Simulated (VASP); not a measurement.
Set up this calculation in VASP 6.6.1, as the native input.

* Task: single point
* Functional: PBE
* Potentials or basis: VASP PAW PBE potentials, release 64 (Ti_sv, B)
* Cutoff: 520 eV
* k mesh: 6 × 6 × 6
* Occupations: gaussian, width 0.1 eV
* Spin: no spin polarisation
* Dipole correction: no
* Further INCAR settings: ALGO = Normal; EDIFF = 1e-06; NBANDS = 22

The structure of TiB5 lies in POSCAR:

```
TiB5
1.0
    4.3774152900      0.0000000000      0.0000000000
   -2.1887076400      3.7909528400      0.0000000000
    0.0000000000      0.0000000000      3.5217725400
Ti B
1 5
Direct
    0.0000000000      0.0000000000      0.0000000000
    0.3333333300      0.6666666700      0.0000000000
    0.6666666700      0.3333333300      0.0000000000
    0.5000000000      0.0000000000      0.5000000000
    0.5000000000      0.5000000000      0.5000000000
    0.0000000000      0.5000000000      0.5000000000
```

The input as run:

INCAR

```
SYSTEM = TiB5
PREC = Accurate
ENCUT = 520
EDIFF = 1E-6
ISMEAR = 0
SIGMA = 0.1
LREAL = .FALSE.
LASPH = .TRUE.
NELM = 100
ALGO = Normal
ISIF = 2
LWAVE = .FALSE.
LCHARG = .FALSE.
GGA = PE
NBANDS = 22
```

KPOINTS

```
regular mesh
0
G
  6 6 6
  0 0 0
```

Potentials or basis: VASP PAW PBE potentials, release 64 (Ti_sv, B).

Launch:

```bash
$ cat potpaw_PBE.64/Ti_sv/POTCAR potpaw_PBE.64/B/POTCAR > POTCAR
$ mpirun -np 1 vasp_std > vasp.out
```

Results of the run:

| Property | Result |
| --- | --- |
| Pressure | -40.7 GPa |

Wall time 29 s on 1 thread of Intel Xeon 6975P-C, on a shared host, peak memory 0.19 GiB.
